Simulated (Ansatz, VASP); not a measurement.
**Mo in VASP and in Ansatz**

POSCAR

```
Mo
1.0
    2.6534450853      0.0000000000      0.0000000000
   -1.3267225426      2.2979508514      0.0000000000
    0.0000000000      0.0000000000      2.4785252790
Mo
1
Direct
    0.0000000000      0.0000000000      0.5000000000
```

File INCAR.step1:

```
ALGO = Normal ; EDIFF = 1E-4
ENCUT = 520 ; GGA = PE
ISMEAR = 0 ; LASPH = True
LCHARG = False ; LREAL = False
LWAVE = True ; NBANDS = 13
NELM = 80 ; PREC = Accurate
SIGMA = 0.15
```

File INCAR.step2:

```
ALGO = Normal ; EDIFF = 1E-7
ENCUT = 520 ; ISIF = 2
ISMEAR = 0 ; ISTART = 1
LASPH = True ; LCHARG = False
LMIXTAU = True ; LREAL = False
LWAVE = False ; METAGGA = R2SCAN
NBANDS = 13 ; NELM = 80
PREC = Accurate ; SIGMA = 0.15
```

The input KPOINTS:

```
k-points
0
Gamma
  18 18 18
```

Input for Ansatz:

```yaml
crystal:
  lattice:
    - [2.6534450853, 0.0, 0.0]
    - [-1.3267225426, 2.2979508514, 0.0]
    - [0.0, 0.0, 2.478525279]
  atoms:
    - { symbol: Mo, position: [0.0, 0.0, 0.5] }
basis:
  ecutwfc: 500
kpoints:
  mp_grid: { grid: [18, 18, 18] }
hamiltonian:
  xc: r2scan
scf:
  occupations: { method: gaussian, width: 0.15 }
output:
  forces: true
  stress: true
  eigenvalues: true
```

Change from the starting cell: strain -0.030 along x and y, -0.030 along z, atoms carried along.

Alike in both runs: task single point; functional r2SCAN; k mesh 18 × 18 × 18; occupations gaussian, width 0.15 eV; no spin polarisation.

|  | VASP | Ansatz |
| --- | --- | --- |
| version | VASP 6.6.1 | Ansatz 0.2.0 |
| potentials or method | VASP PAW PBE potentials, release 64 (Mo_sv), cutoff 520 eV | scalar-relativistic, plane waves, PAW |
| valence electrons in the cell | 14 | 14 |

VASP gave:

```
gap on the k mesh at the Fermi level (eV)                     : none
pressure (GPa)                                                : 26.5
traceless stress, the component that is largest in VASP (GPa) : -4.56
```

Problem. Estimate Ansatz's values.

Solution. gap on the k mesh at the Fermi level (eV): none; pressure (GPa): 24.9; traceless stress, the component that is largest in VASP (GPa): -4.80.

VASP's potentials were made for PBE, not for r2SCAN. A gap of «none» marks a metal or a gap that the smearing closes.
